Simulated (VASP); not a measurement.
A run of VASP 6.6.1:

The input POSCAR:

```
Cr
1.0
   -1.4149597590      1.4149597590      1.4149597590
    1.4149597590     -1.4149597590      1.4149597590
    1.4149597590      1.4149597590     -1.4149597590
Cr
1
Direct
    0.0000000000      0.0000000000      0.0000000000
```

INCAR.step1

```
ALGO     = Normal         # electronic algorithm
EDIFF    = 1E-5           # SCF threshold, eV
ENCUT    = 550            # plane-wave cutoff, eV
GGA      = PE             # functional
GGA_COMPAT= False        
ISMEAR   = 1              # smearing method
LASPH    = True           # aspherical terms in the spheres
LCHARG   = False          # write CHGCAR
LREAL    = False          # projectors in reciprocal space
LWAVE    = True           # write WAVECAR
NBANDS   = 12             # bands
NELM     = 120            # most SCF steps
PREC     = Accurate       # precision mode
SIGMA    = 1.0            # smearing width, eV
```

File INCAR.step2:

```
ALGO     = Normal         # electronic algorithm
EDIFF    = 1E-6           # SCF threshold, eV
ENCUT    = 550            # plane-wave cutoff, eV
GGA_COMPAT= False        
ISIF     = 2              # what is computed and relaxed
ISMEAR   = 1              # smearing method
ISTART   = 1            
LASPH    = True           # aspherical terms in the spheres
LCHARG   = False          # write CHGCAR
LMIXTAU  = True         
LREAL    = False          # projectors in reciprocal space
LWAVE    = False          # write WAVECAR
METAGGA  = R2SCAN         # meta-GGA
NBANDS   = 12             # bands
NELM     = 120            # most SCF steps
PREC     = Accurate       # precision mode
SIGMA    = 1.0            # smearing width, eV
```

The input KPOINTS:

```
k-points
0
Gamma
  15 15 15
```

Potentials or basis: VASP PAW PBE potentials, release 64 (Cr_pv).

Run with:

```sh
$ cat potpaw_PBE.64/Cr_pv/POTCAR > POTCAR
$ cp INCAR.step1 INCAR
$ mpirun -np 1 vasp_std > vasp.out
$ cp INCAR.step2 INCAR
$ mpirun -np 1 vasp_std > vasp.out
```

Hardware: 1 thread of Intel(R) Xeon(R) 6975P-C (Granite Rapids) (shared host).

Task: Estimate the wall time of this run.

Result: It took 25 s on 1 thread of Intel(R) Xeon(R) 6975P-C (Granite Rapids), with other jobs on the host, peak memory 0.13 GiB. Counts: k points 120.
